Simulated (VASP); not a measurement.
**BaTlBr3: single point with HSE06**

Crystal: BaTlBr3.

```
Tl Ba Br
1.0
     6.41627    0.00000    0.00000
     0.00000    6.41627    0.00000
     0.00000    0.00000    6.19736
Tl Ba Br
1 1 3
Cartesian
  0.0000 0.0000 0.0000
  3.2081 3.2081 3.0987
  3.2081 3.2081 0.0000
  3.2081 0.0000 3.0987
  0.0000 3.2081 3.0987
```

This cell differs from its parent crystal: epitaxial xy strain +3.0%.

```json
{"Program": "VASP 6.6.1", "Task": "single point", "Functional": "HSE06", "Potentials or basis": "VASP PAW PBE potentials, release 64 (Tl_d, Ba_sv, Br)", "Cutoff": "520 eV", "k mesh": "2 × 2 × 2", "Occupations": "gaussian, width 0.01 eV", "Spin": "no spin polarisation", "Dipole correction": "no", "Grid for exact exchange (PRECFOCK)": "Fast", "Further INCAR settings": "ALGO = Normal; EDIFF = 1e-06; NBANDS = 30", "Share of exact exchange": "0.25", "Screening parameter": "0.2079 1/Å"}
```

```json
{"Pressure": "-0.2 GPa", "Band gap on the k mesh": "3.95 eV (least direct gap 4.18 eV)"}
```

Stress tensor (GPa, compression positive):
```
-0.56  0.00  0.00
 0.00 -0.56  0.00
 0.00  0.00  0.65
```

Levels at points of the mesh, in eV from the valence-band top:
```csv
k point,band 18,band 19,band 20,band 21,band 22,band 23,band 24,band 25,band 26,band 27
"(0.00, 0.00, 0.00)",-0.37,-0.32,-0.21,-0.21,-0.17,5.00,5.00,5.05,6.22,6.22
"(0.50, 0.00, 0.00)",-0.54,-0.50,-0.40,-0.24,-0.20,4.01,4.76,4.80,6.31,7.30
"(0.50, 0.50, 0.00)",-0.60,-0.51,-0.51,-0.38,-0.02,4.45,4.45,4.58,7.19,7.19
"(0.00, 0.00, 0.50)",-0.63,-0.43,-0.39,-0.23,-0.23,3.95,4.72,4.72,6.34,7.52
"(0.50, 0.00, 0.50)",-0.55,-0.55,-0.53,-0.44,0.00,4.46,4.52,4.53,7.23,7.39
"(0.50, 0.50, 0.50)",-1.19,-1.11,-0.01,0.00,0.00,4.88,4.89,4.89,7.90,7.97
```

Run time: 10 min on 1 thread of Intel(R) Xeon(R) Platinum 8375C CPU @ 2.90GHz (Ice Lake), with other jobs on the host, peak memory 0.48 GiB.

Caveat: the k points lie up to 0.51 Å⁻¹ apart; the cell differs from its parent crystal (epitaxial xy strain +3.0%); the PAW data sets were made with another functional, which shifts forces and pressure a little; spin-orbit coupling is left out, which moves the levels of the heavy elements. A k mesh can miss the band edges.
